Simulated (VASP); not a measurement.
Write the native input for VASP 6.6.1 that does the following.

- Task: single point
- Functional: HF
- Potentials or basis: VASP PAW PBE potentials, release 64 (P, B)
- Cutoff: 520 eV
- k mesh: 5 × 5 × 5
- Occupations: fermi-dirac, width 0.05 eV
- Spin: no spin polarisation
- Dipole correction: no
- Grid for exact exchange (PRECFOCK): Normal
- Further INCAR settings: ALGO = Normal; EDIFF = 1e-07; NBANDS = 11
- Share of exact exchange: 1

The system is BP.

```
P B
1.0
     0.00000    2.26900    2.26900
     2.26900    0.00000    2.26900
     2.26900    2.26900    0.00000
P B
1 1
Direct
  0.75000 0.75000 0.75000
  0.00000 0.00000 0.00000
```

The input as run:

POSCAR

```
BP
1.0
    0.0000000000      2.2690000000      2.2690000000
    2.2690000000      0.0000000000      2.2690000000
    2.2690000000      2.2690000000      0.0000000000
P B
1 1
Direct
    0.7500000000      0.7500000000      0.7500000000
    0.0000000000      0.0000000000      0.0000000000
```

INCAR.step1

```
SYSTEM = BP
ALGO = Normal
EDIFF = 1E-5
ENCUT = 520
GGA = PE
ISIF = 2
ISMEAR = -1
LASPH = .TRUE.
LREAL = .FALSE.
LWAVE = .TRUE.
NBANDS = 11
NELM = 100
PREC = Accurate
SIGMA = 0.05
```

INCAR.step2

```
SYSTEM = BP
AEXX = 1.0
AGGAC = 0.0
ALDAC = 0.0
ALGO = Normal
EDIFF = 1E-7
ENCUT = 520
GGA = PE
ISIF = 2
ISMEAR = -1
ISTART = 1
LASPH = .TRUE.
LCHARG = .TRUE.
LELF = .TRUE.
LHFCALC = .TRUE.
LREAL = .FALSE.
LVHAR = .TRUE.
LWAVE = .FALSE.
NBANDS = 11
NELM = 100
PREC = Accurate
PRECFOCK = Normal
SIGMA = 0.05
```

KPOINTS

```
k-points
0
G
  5 5 5
  0 0 0
```

Potentials or basis: VASP PAW PBE potentials, release 64 (P, B).

The run is started by

```sh
$ cat potpaw_PBE.64/P/POTCAR potpaw_PBE.64/B/POTCAR > POTCAR
$ cp INCAR.step1 INCAR
$ mpirun -np 1 vasp_std > vasp.out
$ cp INCAR.step2 INCAR
$ mpirun -np 1 vasp_std > vasp.out
```

It gave:

```yaml
Pressure: 3.8 GPa
Band_gap_on_the_k_mesh: 8.07 eV (least direct gap 10.95 eV)
```

Caveat: the k points lie up to 0.48 Å⁻¹ apart; the PAW data sets were made with another functional, which shifts forces and pressure a little; an odd mesh through Γ misses points on the zone boundary, where band edges can lie.

It took 86 s on 1 thread of Intel(R) Xeon(R) 6975P-C (Granite Rapids), on a shared host, peak memory 0.13 GiB.
